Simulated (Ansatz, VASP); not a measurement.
## Two plane-wave programs on WCl2F2

```
CELL_PARAMETERS angstrom
-2.18372 2.18372 4.96901
2.18372 -2.18372 4.96901
2.18372 2.18372 -4.96901
ATOMIC_POSITIONS crystal
W 0.00000 0.00000 0.00000
Cl 0.35400 0.35400 0.00000
Cl 0.64600 0.64600 0.00000
F 0.75000 0.25000 0.50000
F 0.25000 0.75000 0.50000
```

Change from the starting cell: species swapped into the DySi2Ru2 type (I4/mmm, No. 139).

Alike in both runs: task single point; functional PBE; k mesh 6 × 6 × 6; occupations gaussian, width 0.1 eV; collinear spin.

|  | VASP | Ansatz |
| --- | --- | --- |
| version | VASP 6.6.1 | Ansatz 0.2.0 |
| potentials or method | VASP PAW PBE potentials, release 64 (W_sv, Cl, F), cutoff 520 eV | scalar-relativistic, plane waves, PAW |
| valence electrons in the cell | 42 | 42 |

```csv
,VASP,Ansatz,Ansatz less VASP
gap on the k mesh at the Fermi level (eV),none,none,-
pressure (GPa),-3.1,-2.9,+0.19
"traceless stress, the component that is largest in VASP (GPa)",-2.03,-2.04,-0.010
rms of the force components (eV/Å),0.484,0.486,+0.0024
net moment per atom (μB),0.40,0.40,0.000
size of the moment on the site where the two differ most (μB),3.17,3.44,+0.278
```

Site moments also hang on the region over which each program counts them. Atom by atom the forces differ by 0.002 eV/Å (rms over components). A gap of «none» marks a metal or a gap that the smearing closes. Ansatz's warnings: no starting moments.

Neither program's run includes spin-orbit coupling.
